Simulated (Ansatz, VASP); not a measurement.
# One calculation of KCl, two programs

```
K Cl
1.0
     0.00000    3.12128    3.12128
     3.12128    0.00000    3.12128
     3.12128    3.12128    0.00000
K Cl
1 1
Direct
  0.00000 0.00000 0.00000
  0.50000 0.50000 0.50000
```

Alike in both runs: functional PBEsol; k mesh 6 × 6 × 6; occupations gaussian, width 0.02 eV; no spin polarisation.

Ansatz relaxed the structure, and its values are those at the end. VASP's run is a single point on that final structure, the one shown.

```csv
,VASP,Ansatz
version,VASP 6.6.1,Ansatz 0.2.0
potentials or method,"VASP PAW PBE potentials, release 64 (K_sv, Cl), cutoff 500 eV","scalar-relativistic, plane waves, PAW"
valence electrons in the cell,16,16
```

|  | VASP | Ansatz | Ansatz less VASP |
| --- | --- | --- | --- |
| gap on the k mesh at the Fermi level (eV) | 5.10 | 5.10 | +0.004 |
| least direct gap on the mesh (eV) | 5.10 | 5.10 | +0.004 |
| pressure (GPa) | 0.0 | 0.0 | -0.04 |

VASP's potentials were made for PBE, not for PBEsol. With one functional, cell and mesh, what is left measures potentials, basis and numerics.
